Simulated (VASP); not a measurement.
Write the native input for VASP 6.6.1 that does the following.

* Task: single point
* Functional: PBE
* Potentials or basis: VASP PAW PBE potentials, release 64 (Cu)
* Cutoff: 520 eV
* k mesh: 18 × 18 × 6
* Occupations: methfessel-paxton, width 0.1 eV
* Spin: no spin polarisation
* Dipole correction: no
* Further INCAR settings: ALGO = Fast; EDIFF = 1e-07; NBANDS = 30

The structure of Cu lies in POSCAR:

```
Cu
1.0
    2.5670412918      0.0000000000      0.0000000000
   -1.2835206459      2.2231229713      0.0000000000
    0.0000000000      0.0000000000      8.3865575041
Cu
4
Direct
    0.0000000000      0.0000000000      0.0000000000
    0.3333333333      0.6666666667      0.2500000000
    0.0000000000      0.0000000000      0.5000000000
    0.6666666667      0.3333333333      0.7500000000
```

This isn't the form of Cu at room conditions, which is fcc.

These files were run (other wordings do the same):

INCAR

```
SYSTEM = Cu
  ALGO = Fast
  EDIFF = 1E-7
  ENCUT = 520
  GGA = PE
  ISIF = 2
  ISMEAR = 1
  LASPH = .True.
  LCHARG = .False.
  LREAL = .False.
  LWAVE = .False.
  NBANDS = 30
  NELM = 100
  PREC = Accurate
  SIGMA = 0.1
```

KPOINTS

```
k-points
0
Gamma
  18 18 6
  0 0 0
```

Potentials or basis: VASP PAW PBE potentials, release 64 (Cu).

Run with:

```console
$ cat potpaw_PBE.64/Cu/POTCAR > POTCAR
$ mpirun -np 1 vasp_std > vasp.out
```

It gave:

```yaml
Pressure: 0.7 GPa
Band_gap_on_the_k_mesh: zero (bands 22 and 23 overlap by 5.12 eV)
```

Run time: 98 s on 1 thread of Intel(R) Xeon(R) 6975P-C (Granite Rapids), on a shared host, peak memory 0.26 GiB.
